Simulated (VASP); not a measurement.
# GaAs (F-43m) in VASP: further runs

GaAs is run at these levels: LDA; tasks: vibrations by perturbation theory.

Everything below comes from runs of VASP 6.6.1. Logs are shortened: lines on timing, memory, paths and dates and some standing lists are left out, and cuts for length are marked.

### Step 1. The cell of the first run

Symmetry: F-43m, No. 216, cubic system. Conventional cell: a = 5.603 Å, b = 5.603 Å, c = 5.603 Å, α = 90.00°, β = 90.00°, γ = 90.00°. Within 3.2 Å of Ga (site symmetry -43m) lie 4 As at 2.43 Å. As (site symmetry -43m) has 4 Ga at 2.43 Å within 3.2 Å.

### Step 2. Vibrations by perturbation theory, LDA

Contents of INCAR:

```
PREC = Accurate
ENCUT = 520
EDIFF = 1E-8
ISMEAR = 0
SIGMA = 0.01
LREAL = False
LASPH = True
NELM = 60
ALGO = Normal
ISIF = 2
LWAVE = False
LCHARG = True
GGA = CA
IBRION = 8
NSW = 1
```

Contents of KPOINTS:

```
regular mesh
0
Gamma
  8 8 8
```

Contents of POSCAR:

```
GaAs
1.0
    0.0000000000      2.8014227801      2.8014227801
    2.8014227801      0.0000000000      2.8014227801
    2.8014227801      2.8014227801      0.0000000000
Ga As
1 1
Direct
    0.0000000000      0.0000000000      0.0000000000
    0.7500000000      0.7500000000      0.7500000000
```

Potentials or basis: VASP PAW LDA potentials, release 64 (Ga_d, As).

Run with:

```bash
$ cat potpaw_LDA.64/Ga_d/POTCAR potpaw_LDA.64/As/POTCAR > POTCAR
$ mpirun -np 1 vasp_std > vasp.out
```

OUTCAR:

```text
PREC = Accurate
   ENCUT = 520
   EDIFF = 1E-8
   ISMEAR = 0
   LREAL = False
   LASPH = True
   NELM = 60
   ISIF = 2
   GGA = CA
   IBRION = 8
   NSW = 1

 ion  position               nearest neighbor table
   1  0.000  0.000  0.000-   2 2.43   2 2.43   2 2.43   2 2.43
   2  0.750  0.750  0.750-   1 2.43   1 2.43   1 2.43   1 2.43

  LATTYP: Found a face centered cubic cell.
 ALAT       =     5.6028455602

  Lattice vectors:

 A1 = (   0.0000000000,   2.8014227801,   2.8014227801)
 A2 = (   2.8014227801,   0.0000000000,   2.8014227801)
 A3 = (   2.8014227801,   2.8014227801,   0.0000000000)

Analysis of symmetry for initial positions (statically):
=====================================================================
 Subroutine PRICEL returns:
 Original cell was already a primitive cell.

 Routine SETGRP: Setting up the symmetry group for a
 face centered cubic supercell.

 Subroutine GETGRP returns: Found 24 space group operations
 (whereof 24 operations were pure point group operations)
 out of a pool of 48 trial point group operations.

The static configuration has the point symmetry T_d .

Analysis of symmetry for dynamics (positions and initial velocities):
=====================================================================
 Subroutine PRICEL returns:
 Original cell was already a primitive cell.

 Routine SETGRP: Setting up the symmetry group for a
 face centered cubic supercell.

 Subroutine GETGRP returns: Found 24 space group operations
 (whereof 24 operations were pure point group operations)
 out of a pool of 48 trial point group operations.

The dynamic configuration has the point symmetry T_d .

 Subroutine INISYM returns: Found 24 space group operations
 (whereof 24 operations are pure point group operations),
 and found     1 'primitive' translations

----------------------------------------------------------------------------------------

[... 544 lines left out ...]
  external PRESSURE =       3.1384159 kB  Pullay stress =       0.0000000 kB

 VOLUME and BASIS-vectors are now :
 -----------------------------------------------------------------------------
  energy-cutoff  :      520.00
  volume of cell :       43.97
      direct lattice vectors                 reciprocal lattice vectors
     0.000000000  2.801422780  2.801422780    -0.178480736  0.178480736  0.178480736
     2.801422780  0.000000000  2.801422780     0.178480736 -0.178480736  0.178480736
     2.801422780  2.801422780  0.000000000     0.178480736  0.178480736 -0.178480736

 POSITION                                       TOTAL-FORCE (eV/Angst)
 -----------------------------------------------------------------------------------
      0.00000      0.00000      0.00000        -0.000000     -0.000000     -0.000000
      4.20213      4.20213      4.20213         0.000000      0.000000      0.000000
 -----------------------------------------------------------------------------------
    total drift:                                0.000001      0.000001      0.000000

  FREE ENERGIE OF THE ION-ELECTRON SYSTEM (eV)
  ---------------------------------------------------
  free  energy   TOTEN  =        -9.6368364224 eV

  energy  without entropy=       -9.6368364224  energy(sigma->0) =       -9.63683642

[... ionic steps 2 to 3 ...]

--------------------------------------- Ionic step        4  -------------------------------------------

------------------------ aborting loop because EDIFF is reached ----------------------------------------

[... ionic steps 5 to 6 ...]

--------------------------------------- Ionic step        7  -------------------------------------------

 Free energy of the ion-electron system (eV)
  ---------------------------------------------------
  ---------------------------------------------------
  free energy    TOTEN  =        -0.04455078 eV

  energy without entropy =       -0.04455078

------------------------ aborting loop because EDIFF is reached ----------------------------------------

 INTERNAL STRAIN TENSOR  FOR ION    2  DIRECTION 1   (eV/Angst):
 -----------------------------------------------------------------------------
    -0.01135  0.00000  0.00000
     0.00000  0.00781  7.41502
     0.00000  7.41502  0.00781

 INTERNAL STRAIN TENSOR FOR ION    2 for displacements in x,y,z  (eV/Angst):
          X           Y           Z          XY          YZ          ZX
  --------------------------------------------------------------------------------
  x    -0.00000     0.00000     0.00000     0.00000     7.41502     0.00000
  y     0.00000     0.00000     0.00000     0.00000     0.00000     7.41502
  z     0.00000     0.00000    -0.00000     7.41502     0.00000     0.00000

 SECOND DERIVATIVES (NOT SYMMETRIZED)
 ------------------------------------
               1X          1Y          1Z          2X          2Y          2Z
  1X    -9.794657    0.000000    0.000000    9.794657    0.000000    0.000000
  1Y     0.000000   -9.794657    0.000000    0.000000    9.794657    0.000000
  1Z     0.000000    0.000000   -9.794657    0.000000    0.000000    9.794657
  2X     9.738371    0.000000    0.000000   -9.738371    0.000000    0.000000
  2Y     0.000000    9.738371    0.000000    0.000000   -9.738371    0.000000
  2Z     0.000000    0.000000    9.738371    0.000000    0.000000   -9.738371

 Eigenvectors and eigenvalues of the dynamical matrix
 ----------------------------------------------------

   1 f  =    8.130223 THz    51.083697 2PiTHz  271.195046 cm-1    33.623885 meV
             X         Y         Z           dx          dy          dz
      0.000000  0.000000  0.000000    -0.000000   -0.720701    0.000000
      4.202134  4.202134  4.202134     0.000000    0.693246    0.000000
[... 21 lines left out ...]
   6 f/i=    0.011705 THz     0.073545 2PiTHz    0.390441 cm-1     0.048408 meV
             X         Y         Z           dx          dy          dz
      0.000000  0.000000  0.000000     0.400075   -0.396025    0.404591
      4.202134  4.202134  4.202134     0.415919   -0.411710    0.420614

--------------------------------------------------------------------------------------------------------

 ELASTIC MODULI CONTR FROM IONIC RELAXATION (kBar)
 Direction    XX          YY          ZZ          XY          YZ          ZX
 --------------------------------------------------------------------------------
 XX          -0.0000     -0.0000      0.0000     -0.0000      0.0000     -0.0000
 YY          -0.0000     -0.0000     -0.0000     -0.0000     -0.0000     -0.0000
 ZZ           0.0000     -0.0000     -0.0000      0.0000     -0.0000     -0.0000
 XY          -0.0000     -0.0000      0.0000   -203.2812      0.0000     -0.0000
 YZ           0.0000     -0.0000     -0.0000      0.0000   -203.2812     -0.0000
 ZX          -0.0000     -0.0000     -0.0000     -0.0000     -0.0000   -203.2812
 --------------------------------------------------------------------------------
```

OSZICAR:

```text
N       E                     dE             d eps       ncg     rms          rms(c)
DAV:   1     0.794878289638E+02    0.79488E+02   -0.92660E+03   775   0.187E+03
DAV:   2    -0.316458888445E+01   -0.82652E+02   -0.79535E+02   829   0.336E+02
DAV:   3    -0.975439224484E+01   -0.65898E+01   -0.65145E+01   949   0.766E+01
[... 42 lines left out ...]
RMM:   6    -0.445517588221E-01    0.13905E-04    0.55140E-07  4724   0.680E-03    0.614E-04
RMM:   7    -0.445526883362E-01   -0.92951E-06    0.15235E-07  4887   0.244E-03    0.401E-04
RMM:   8    -0.445510274832E-01    0.16609E-05    0.17656E-07  4837   0.940E-04    0.435E-05
RMM:   9    -0.445508403890E-01    0.18709E-06    0.15130E-08  4969   0.274E-04    0.187E-05
RMM:  10    -0.445507938037E-01    0.46585E-07   -0.18168E-09  4785   0.993E-05    0.522E-06
RMM:  11    -0.445507843275E-01    0.94762E-08    0.14561E-09  4840   0.387E-05    0.194E-06
 Linear response finished
```

stdout:

```text
POSCAR found type information on POSCAR GaAs
 POSCAR found :  2 types and       2 ions
 scaLAPACK will be used
 LDA part: xc-table for (Slater(with rela. corr.)+CA(PZ))
 , standard interpolation
 POSCAR, INCAR and KPOINTS ok, starting setup
 FFT: planning ... GRIDC
 FFT: planning ... GRID_SOFT
 FFT: planning ... GRID
 WAVECAR not read
 entering main loop
 Linear response reoptimize wavefunctions to high precision
 Linear response DOF=           2
 Linear response progress:
 first order change of Fermi-energy   0.92755E-04
 force on displaced ion       1 direction 1 :  -9.795   0.000   0.000
 Linear response progress:
 first order change of Fermi-energy   0.35604E-04
 force on displaced ion       2 direction 1 :  -9.738   0.000   0.000
 Linear response finished
```

It took 3.8 min on 1 thread of Intel Xeon Platinum 8375C at 2.90GHz (Ice Lake), shared host; peak memory 0.28 GiB.

What came out:

```
Highest phonon frequency at Γ, LO-TO splitting left out : 271 cm⁻¹
```

Phonon frequencies in cm⁻¹ (negative: imaginary):
```
              q point        frequencies
(0.000, 0.000, 0.000)  0 0 0 271 271 271
```

### Step 3. Vibrations by perturbation theory, LDA (displacement of 0.03 Å)

Contents of INCAR:

```
ALGO = Normal
EDIFF = 1E-8
ENCUT = 520
IBRION = 8
ISIF = 2
ISMEAR = 0
LASPH = True
LCHARG = True
LREAL = False
LWAVE = False
NELM = 80
NSW = 1
PREC = Accurate
SIGMA = 0.01
```

Contents of KPOINTS:

```
k-points
0
Gamma
  8 8 8
```

POSCAR is that of step 2.

Potentials or basis: VASP PAW LDA potentials, release 64 (Ga_d, As).

Run with:

```bash
$ cat potpaw_LDA.64/Ga_d/POTCAR potpaw_LDA.64/As/POTCAR > POTCAR
$ mpirun -np 1 vasp_std > vasp.out
```

OUTCAR:

```text
EDIFF = 1E-8
   ENCUT = 520
   IBRION = 8
   ISIF = 2
   ISMEAR = 0
   LASPH = True
   LREAL = False
   NELM = 80
   NSW = 1
   PREC = Accurate

 ion  position               nearest neighbor table
   1  0.000  0.000  0.000-   2 2.43   2 2.43   2 2.43   2 2.43
   2  0.750  0.750  0.750-   1 2.43   1 2.43   1 2.43   1 2.43

  LATTYP: Found a face centered cubic cell.
 ALAT       =     5.6028455602

  Lattice vectors:

 A1 = (   0.0000000000,   2.8014227801,   2.8014227801)
 A2 = (   2.8014227801,   0.0000000000,   2.8014227801)
 A3 = (   2.8014227801,   2.8014227801,   0.0000000000)

Analysis of symmetry for initial positions (statically):
=====================================================================
 Subroutine PRICEL returns:
 Original cell was already a primitive cell.

 Routine SETGRP: Setting up the symmetry group for a
 face centered cubic supercell.

 Subroutine GETGRP returns: Found 24 space group operations
 (whereof 24 operations were pure point group operations)
 out of a pool of 48 trial point group operations.

The static configuration has the point symmetry T_d .

Analysis of symmetry for dynamics (positions and initial velocities):
=====================================================================
 Subroutine PRICEL returns:
 Original cell was already a primitive cell.

 Routine SETGRP: Setting up the symmetry group for a
 face centered cubic supercell.

 Subroutine GETGRP returns: Found 24 space group operations
 (whereof 24 operations were pure point group operations)
 out of a pool of 48 trial point group operations.

The dynamic configuration has the point symmetry T_d .

 Subroutine INISYM returns: Found 24 space group operations
 (whereof 24 operations are pure point group operations),
 and found     1 'primitive' translations
[... 564 lines left out ...]

  FREE ENERGIE OF THE ION-ELECTRON SYSTEM (eV)
  ---------------------------------------------------
  free  energy   TOTEN  =        -9.6368364224 eV

  energy  without entropy=       -9.6368364224  energy(sigma->0) =       -9.63683642

[... ionic steps 2 to 3 ...]

--------------------------------------- Ionic step        4  -------------------------------------------

------------------------ aborting loop because EDIFF is reached ----------------------------------------

[... ionic steps 5 to 6 ...]

--------------------------------------- Ionic step        7  -------------------------------------------

 Free energy of the ion-electron system (eV)
  ---------------------------------------------------
  ---------------------------------------------------
  free energy    TOTEN  =        -0.04455078 eV

  energy without entropy =       -0.04455078

------------------------ aborting loop because EDIFF is reached ----------------------------------------

 INTERNAL STRAIN TENSOR  FOR ION    2  DIRECTION 1   (eV/Angst):
 -----------------------------------------------------------------------------
    -0.01135  0.00000  0.00000
     0.00000  0.00781  7.41502
     0.00000  7.41502  0.00781

 INTERNAL STRAIN TENSOR FOR ION    2 for displacements in x,y,z  (eV/Angst):
          X           Y           Z          XY          YZ          ZX
  --------------------------------------------------------------------------------
  x    -0.00000     0.00000     0.00000     0.00000     7.41502     0.00000
  y     0.00000     0.00000     0.00000     0.00000     0.00000     7.41502
  z     0.00000     0.00000    -0.00000     7.41502     0.00000     0.00000

 SECOND DERIVATIVES (NOT SYMMETRIZED)
 ------------------------------------
               1X          1Y          1Z          2X          2Y          2Z
  1X    -9.794657    0.000000    0.000000    9.794657    0.000000    0.000000
  1Y     0.000000   -9.794657    0.000000    0.000000    9.794657    0.000000
  1Z     0.000000    0.000000   -9.794657    0.000000    0.000000    9.794657
  2X     9.738371    0.000000    0.000000   -9.738371    0.000000    0.000000
  2Y     0.000000    9.738371    0.000000    0.000000   -9.738371    0.000000
  2Z     0.000000    0.000000    9.738371    0.000000    0.000000   -9.738371

 Eigenvectors and eigenvalues of the dynamical matrix
 ----------------------------------------------------

   1 f  =    8.130223 THz    51.083697 2PiTHz  271.195046 cm-1    33.623885 meV
             X         Y         Z           dx          dy          dz
      0.000000  0.000000  0.000000    -0.000000   -0.720701    0.000000
      4.202134  4.202134  4.202134     0.000000    0.693246    0.000000
[... 21 lines left out ...]
   6 f/i=    0.011705 THz     0.073545 2PiTHz    0.390441 cm-1     0.048408 meV
             X         Y         Z           dx          dy          dz
      0.000000  0.000000  0.000000     0.400075   -0.396025    0.404591
      4.202134  4.202134  4.202134     0.415919   -0.411710    0.420614

--------------------------------------------------------------------------------------------------------

 ELASTIC MODULI CONTR FROM IONIC RELAXATION (kBar)
 Direction    XX          YY          ZZ          XY          YZ          ZX
 --------------------------------------------------------------------------------
 XX          -0.0000     -0.0000      0.0000     -0.0000      0.0000     -0.0000
 YY          -0.0000     -0.0000     -0.0000     -0.0000     -0.0000     -0.0000
 ZZ           0.0000     -0.0000     -0.0000      0.0000     -0.0000     -0.0000
 XY          -0.0000     -0.0000      0.0000   -203.2812      0.0000     -0.0000
 YZ           0.0000     -0.0000     -0.0000      0.0000   -203.2812     -0.0000
 ZX          -0.0000     -0.0000     -0.0000     -0.0000     -0.0000   -203.2812
 --------------------------------------------------------------------------------
```

OSZICAR:

```text
N       E                     dE             d eps       ncg     rms          rms(c)
DAV:   1     0.794878289638E+02    0.79488E+02   -0.92660E+03   775   0.187E+03
DAV:   2    -0.316458888445E+01   -0.82652E+02   -0.79535E+02   829   0.336E+02
DAV:   3    -0.975439224484E+01   -0.65898E+01   -0.65145E+01   949   0.766E+01
[... 42 lines left out ...]
RMM:   6    -0.445517588221E-01    0.13905E-04    0.55140E-07  4724   0.680E-03    0.614E-04
RMM:   7    -0.445526883362E-01   -0.92951E-06    0.15235E-07  4887   0.244E-03    0.401E-04
RMM:   8    -0.445510274832E-01    0.16609E-05    0.17656E-07  4837   0.940E-04    0.435E-05
RMM:   9    -0.445508403890E-01    0.18709E-06    0.15130E-08  4969   0.274E-04    0.187E-05
RMM:  10    -0.445507938037E-01    0.46585E-07   -0.18168E-09  4785   0.993E-05    0.522E-06
RMM:  11    -0.445507843275E-01    0.94762E-08    0.14561E-09  4840   0.387E-05    0.194E-06
 Linear response finished
```

stdout:

```text
POSCAR found type information on POSCAR GaAs
 POSCAR found :  2 types and       2 ions
 scaLAPACK will be used
 LDA part: xc-table for (Slater(with rela. corr.)+CA(PZ))
 , standard interpolation
 POSCAR, INCAR and KPOINTS ok, starting setup
 FFT: planning ... GRIDC
 FFT: planning ... GRID_SOFT
 FFT: planning ... GRID
 WAVECAR not read
 entering main loop
 Linear response reoptimize wavefunctions to high precision
 Linear response DOF=           2
 Linear response progress:
 first order change of Fermi-energy   0.92755E-04
 force on displaced ion       1 direction 1 :  -9.795   0.000   0.000
 Linear response progress:
 first order change of Fermi-energy   0.35604E-04
 force on displaced ion       2 direction 1 :  -9.738   0.000   0.000
 Linear response finished
```

It took 4.8 min on 1 thread of Intel Xeon Platinum 8375C at 2.90GHz (Ice Lake), shared host; peak memory 0.28 GiB.

Results:

| Item | Value |
| --- | --- |
| Highest phonon frequency at Γ, LO-TO splitting left out | 271 cm⁻¹ |

Phonon frequencies in cm⁻¹ (negative: imaginary):
| q point | frequencies |
| --- | --- |
| (0.000, 0.000, 0.000) | 0 0 0 271 271 271 |

Caveat: the cell differs from its parent crystal (displacement of 0.03 Å).

(Continued in part 2 of 2.)
